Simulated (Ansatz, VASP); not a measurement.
Two plane-wave programs on Zr

```
CELL_PARAMETERS angstrom
0.00000 2.26385 2.26385
2.26385 0.00000 2.26385
2.26385 2.26385 0.00000
ATOMIC_POSITIONS crystal
Zr 0.00000 0.00000 0.00000
```

Alike in both runs: functional PBE; k mesh 16 × 16 × 16; occupations gaussian, width 0.1 eV; no spin polarisation.

Ansatz relaxed the structure, and its values are those at the end. VASP's run is a single point on that final structure, the one shown.

```csv
,VASP,Ansatz
version,VASP 6.6.1,Ansatz 0.2.0
potentials or method,"VASP PAW PBE potentials, release 64 (Zr_sv), cutoff 500 eV","scalar-relativistic, plane waves, PAW"
valence electrons in the cell,12,12
```

|  | VASP | Ansatz | Ansatz less VASP |
| --- | --- | --- | --- |
| gap on the k mesh at the Fermi level (eV) | none | none | - |
| pressure (GPa) | 0.0 | 0.0 | -0.04 |

A gap of «none» marks a metal or a gap that the smearing closes.
